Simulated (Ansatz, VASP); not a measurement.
**Two plane-wave programs on TaN**

```
CELL_PARAMETERS angstrom
-1.99188 2.04035 2.05310
1.99188 -2.04035 2.05310
1.99188 2.04035 -2.05310
ATOMIC_POSITIONS crystal
Ta 0.00000 0.00000 0.00000
N 0.50000 0.00000 0.50000
```

Alike in both runs: task single point; functional PBE; k mesh 6 × 6 × 6; occupations gaussian, width 0.1 eV; no spin polarisation.

```csv
,VASP,Ansatz
version,VASP 6.6.1,Ansatz 0.2.0
potentials or method,"VASP PAW PBE potentials, release 64 (Ta_pv, N), cutoff 520 eV","scalar-relativistic, plane waves, PAW"
valence electrons in the cell,16,18
```

```csv
,VASP,Ansatz,Ansatz less VASP
gap on the k mesh at the Fermi level (eV),none,none,-
pressure (GPa),-22.8,-23.1,-0.23
"traceless stress, the component that is largest in VASP (GPa)",9.64,9.14,-0.504
```

A gap of «none» marks a metal or a gap that the smearing closes. The functional is the same, so the differences come from potentials, cutoffs and numerics. VASP's potentials hold 16 valence electrons a cell and Ansatz's 18, so a difference there can come from the potentials and not from the codes.

The k mesh is coarse, so the values compare programs but aren't converged. Spin-orbit coupling is off throughout.
